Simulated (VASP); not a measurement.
Write the native input for VASP 6.6.1 that does the following.

```yaml
Task: single point
Functional: PBEsol
Potentials_or_basis: VASP PAW PBE potentials, release 64 (Au)
Cutoff: 520 eV
k_mesh: 20 × 20 × 20
Occupations: gaussian, width 0.15 eV
Spin: no spin polarisation
Dipole_correction: no
Further_INCAR_settings: ALGO = Fast; EDIFF = 1e-06; NBANDS = 12
```

The structure of Au lies in POSCAR:

```
Au
1.0
    0.0000000000      1.9432250000      2.0966375000
    1.9432250000      0.0000000000      2.0966375000
    1.9432250000      1.9432250000      0.0000000000
Au
1
Direct
    0.0000000000      0.0000000000      0.0000000000
```

This cell differs from its parent crystal: strain -0.050 along x and y, +0.025 along z.

The input as run:

INCAR

```
PREC = Accurate
ENCUT = 520
EDIFF = 1E-6
ISMEAR = 0
SIGMA = 0.15
LREAL = False
LASPH = True
NELM = 80
ALGO = Fast
ISIF = 2
LWAVE = False
LCHARG = True
GGA = PS
LELF = True
LVHAR = True
NBANDS = 12
```

KPOINTS

```
Automatic mesh
0
Gamma
  20 20 20
```

Potentials or basis: VASP PAW PBE potentials, release 64 (Au).

Launch:

```sh
$ cat potpaw_PBE.64/Au/POTCAR > POTCAR
$ mpirun -np 1 vasp_std > vasp.out
```

Results of the run:

| Quantity | Value |
| --- | --- |
| Pressure | 15.5 GPa |

Caveat: the cell differs from its parent crystal (strain -0.050 along x and y, +0.025 along z); the PAW data sets were made with another functional, which shifts forces and pressure a little.

It took 2.8 min on 1 thread of AMD EPYC 7R43 64-Core Processor (Zen 3) (shared host), peak memory 0.2 GiB.
